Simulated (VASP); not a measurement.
A run of VASP 6.6.1 is set up as follows.

INCAR

```
SYSTEM = Sb
PREC = Accurate
ENCUT = 600
EDIFF = 1E-6
ISMEAR = -1
SIGMA = 0.08
LREAL = .False.
LASPH = .True.
NELM = 80
ALGO = Normal
ISIF = 3
LWAVE = .False.
LCHARG = .False.
GGA = PE
IBRION = 2
NSW = 32
EDIFFG = -0.005
PSTRESS = 1.1
```

KPOINTS

```
regular mesh
0
Gamma
  13 13 7
  0 0 0
```

POSCAR

```
Sb
1.0
    3.4554334668      0.0000000000      0.0000000000
   -1.7277167334      2.9924931634      0.0000000000
    0.0000000000      0.0000000000      5.2958207509
Sb
2
Direct
    0.3333333333      0.6666666667      0.2500000000
    0.6666666667      0.3333333333      0.7500000000
```

Potentials or basis: VASP PAW PBE potentials, release 64 (Sb).

The run is started by

```console
$ cat potpaw_PBE.64/Sb/POTCAR > POTCAR
$ mpirun -np 1 vasp_std > vasp.out
```

Q: Estimate the relaxed volume.

A: 27.31 Å³/atom.

Q: Predict the relaxed cell.

A: a = 3.453 Å, b = 3.453 Å, c = 5.291 Å, α = 90.00°, β = 90.00°, γ = 120.00°.

Q: Estimate the space group after relaxing (to 0.1 Å).

A: P6_3/mmc (No. 194).

Final structure:
```
Sb
1.0
     3.45274    0.00000    0.00000
    -1.72637    2.99016    0.00000
     0.00000    0.00000    5.29119
Sb
2
Cartesian
  0.0000 1.9934 1.3228
  1.7264 0.9967 3.9684
```

Caveat: the cell is relaxed towards a set pressure, so the run minimises the enthalpy, not the energy.
